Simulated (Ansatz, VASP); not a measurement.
**One calculation of Ta, two programs**

```
Ta
1.0
    -1.46689    1.46689    2.29685
     1.46689   -1.46689    2.29685
     1.46689    1.46689   -2.29685
Ta
1
Cartesian
  0.0000 0.0000 0.0000
```

Alike in both runs: task single point; functional PBEsol; k mesh 22 × 22 × 22; occupations gaussian, width 0.15 eV; no spin polarisation.

```csv
,VASP,Ansatz
version,VASP 6.6.1,Ansatz 0.2.0
potentials or method,"VASP PAW PBE potentials, release 64 (Ta_pv), cutoff 520 eV","scalar-relativistic, plane waves, PAW"
valence electrons in the cell,11,13
```

```tsv
	VASP	Ansatz	Ansatz less VASP
gap on the k mesh at the Fermi level (eV)	none	none	-
pressure (GPa)	-15.2	-15.3	-0.02
traceless stress, the component that is largest in VASP (GPa)	4.50	4.47	-0.027
```

VASP's potentials were made for PBE, not for PBEsol, and Ansatz warns of the same on its side. A gap of «none» marks a metal or a gap that the smearing closes. The functional is the same, so the differences come from potentials, cutoffs and numerics. VASP's potentials hold 11 valence electrons a cell and Ansatz's 13, so a difference there can come from the potentials and not from the codes.

Neither program's run includes spin-orbit coupling.
